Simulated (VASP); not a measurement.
Wanted: the native input for a VASP 6.6.1 run.

* Task: single point
* Functional: PBEsol
* Potentials or basis: VASP PAW PBE potentials, release 64 (Zn, O)
* Cutoff: 520 eV
* k mesh: 2 × 2 × 2
* Occupations: fermi-dirac, width 0.05 eV
* Spin: no spin polarisation
* Dipole correction: no
* Further INCAR settings: LREAL = Auto; ALGO = Normal; EDIFF = 1e-06; NBANDS = 79

The structure of Zn7O8 (a cell with a defect) lies in POSCAR:

```
Zn7O8
1.0
   -3.2373510000     -5.6072560000      0.0000000000
    4.8560270000     -2.8036280000      0.0000000000
    0.0000000000      0.0000000000      5.2220610000
Zn O
7 8
Direct
    0.5074480417      0.6657016992      0.5019525816
    0.4890721588      0.3313732075      0.0069780878
    0.2654932588      0.1618718073      0.4940913176
    0.2443939603      0.8270407129     -0.0036470275
    0.0016295068      0.6791186057      0.4831900661
   -0.0329529907      0.3145074364     -0.1682222785
    0.7454897498      0.8312315782      0.0069453421
    0.4946885570      0.6618644202      0.8764072270
    0.4779947248      0.3526324504      0.3695674945
    0.2442689427      0.1584213403      0.8789399434
    0.2563444415      0.8354393281      0.3766422874
   -0.0070225827      0.6701104493      0.8752913840
    0.0169732315      0.3408150960      0.4583203835
    0.7257631094      0.1551430682      0.9121846719
    0.7498129152      0.8051292941      0.3700935320
```

One way to write it, as run:

INCAR

```
PREC = Accurate
ENCUT = 520
EDIFF = 1E-6
ISMEAR = -1
SIGMA = 0.05
LREAL = Auto
LASPH = True
NELM = 60
ALGO = Normal
ISIF = 2
LWAVE = False
LCHARG = False
GGA = PS
NBANDS = 79
```

KPOINTS

```
regular mesh
0
Gamma
  2 2 2
```

Potentials or basis: VASP PAW PBE potentials, release 64 (Zn, O).

Command:

```console
$ cat potpaw_PBE.64/Zn/POTCAR potpaw_PBE.64/O/POTCAR > POTCAR
$ mpirun -np 1 vasp_std > vasp.out
```

Results of the run:

```
Pressure               : 1.3 GPa
Largest force          : 0.296 eV/Å
Band gap on the k mesh : zero (bands 66 and 67 overlap by 0.39 eV)
```

Caveat: the k points lie up to 0.60 Å⁻¹ apart; the PAW data sets were made with another functional, which shifts forces and pressure a little.

It took 3.1 min on 1 thread of Intel(R) Xeon(R) Platinum 8559C (Emerald Rapids) (shared host), peak memory 0.3 GiB.
